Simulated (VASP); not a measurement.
Si:

```xyz
4
Lattice="3.8705 0.0000 0.0000 -1.9352 3.3519 0.0000 0.0000 0.0000 6.3234" Properties=species:S:1:pos:R:3 pbc="T T T"
Si    0.0000    2.2346   -0.0015
Si    1.9352    1.1173    3.1603
Si    0.0000    2.2346    2.3727
Si    1.9352    1.1173    5.5344
```

This cell differs from its parent crystal: epitaxial xy strain +1.0%.

Base run:

```yaml
Program: VASP 6.6.1
Functional: r2SCAN
Potentials_or_basis: VASP PAW PBE potentials, release 64 (Si)
Cutoff: 520 eV
k_mesh: 12 × 12 × 4
Occupations: gaussian, width 0.01 eV
Spin: no spin polarisation
```

Its results: band gap on the k mesh 0.61 eV, indirect (least direct gap 1.19 eV); pressure -1.8 GPa.

The run is repeated on the same cell with these changes: functional from r2SCAN to PBE; k mesh from 12 × 12 × 4 to 6 × 6 × 2. What comes out?

Band gap on the k mesh 0.42 eV, indirect (least direct gap 0.86 eV); pressure -0.3 GPa.

Several settings changed at once, so the effect can't be laid on one alone.

Caveats: some runs use coarse meshes; the PAW data sets were made with another functional, which shifts forces and pressure a little (some runs).

A k mesh can miss the band edges.
